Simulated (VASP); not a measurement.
BaH, 2 atoms in the cell. The typed cell holds 2 atoms: a = 3.934 Å, b = 3.934 Å, c = 3.484 Å, α = 90.00°, β = 90.00°, γ = 90.00°. 

| Property | Result |
| --- | --- |
| Program | VASP 6.6.1 |
| Task | single point |
| Functional | PBEsol |
| Potentials or basis | VASP PAW PBE potentials, release 64 (Ba_sv, H) |
| Cutoff | 520 eV |
| k mesh | 5 × 5 × 6 |
| Occupations | gaussian, width 0.05 eV |
| Spin | no spin polarisation |
| Dipole correction | no |
| Further INCAR settings | ALGO = Normal; EDIFF = 1e-06; NBANDS = 12 |

Potentials or basis: VASP PAW PBE potentials, release 64 (Ba_sv, H).

Launch:

```sh
$ cat potpaw_PBE.64/Ba_sv/POTCAR potpaw_PBE.64/H/POTCAR > POTCAR
$ mpirun -np 1 vasp_std > vasp.out
```

Hardware: 1 thread of Intel Xeon 6975P-C (shared host).

**Question.** How long does it take, and how much memory?

**Answer.** Run time: 29 s on 1 thread of Intel Xeon 6975P-C (shared host), peak memory 0.2 GiB. Counts: scf iterations 12, k points 76.
